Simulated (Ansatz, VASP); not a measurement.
## Rh: VASP beside Ansatz

INCAR

```
ALGO = Normal ; EDIFF = 1E-6
ENCUT = 500 ; GGA = PS
GGA_COMPAT = F ; ISIF = 2
ISMEAR = 0 ; LASPH = T
LCHARG = F ; LREAL = F
LWAVE = F ; NBANDS = 14
NELM = 120 ; PREC = Accurate
SIGMA = 0.1
```

Contents of KPOINTS:

```
k-points
0
Gamma
  8 8 8
```

The input POSCAR:

```
Rh
1.0
    0.0000000000      1.9029860865      1.9029860865
    1.9029860865      0.0000000000      1.9029860865
    1.9029860865      1.9029860865      0.0000000000
Rh
1
Direct
    0.0000000000      0.0000000000      0.0000000000
```

Input for Ansatz:

```yaml
crystal:
  lattice:
    - [0.0, 1.9029860865, 1.9029860865]
    - [1.9029860865, 0.0, 1.9029860865]
    - [1.9029860865, 1.9029860865, 0.0]
  atoms:
    - { symbol: Rh, position: [0.0, 0.0, 0.0] }
basis:
  ecutwfc: 420
kpoints:
  mp_grid: { grid: [8, 8, 8] }
hamiltonian:
  xc: pbesol
scf:
  occupations: { method: gaussian, width: 0.1 }
output:
  forces: true
  stress: true
  eigenvalues: true
```

Alike in both runs: task single point; functional PBEsol; k mesh 8 × 8 × 8; occupations gaussian, width 0.1 eV; no spin polarisation.

|  | VASP | Ansatz |
| --- | --- | --- |
| version | VASP 6.6.1 | Ansatz 0.2.0 |
| potentials or method | VASP PAW PBE potentials, release 64 (Rh_pv), cutoff 500 eV | scalar-relativistic, plane waves, PAW |
| valence electrons in the cell | 15 | 17 |

```csv
,VASP,Ansatz,Ansatz less VASP
gap on the k mesh at the Fermi level (eV),none,none,-
pressure (GPa),-4.9,-4.9,+0.01
```

VASP's potentials were made for PBE, not for PBEsol. A gap of «none» marks a metal or a gap that the smearing closes. VASP's potentials hold 15 valence electrons a cell and Ansatz's 17, so a difference there can come from the potentials and not from the codes.
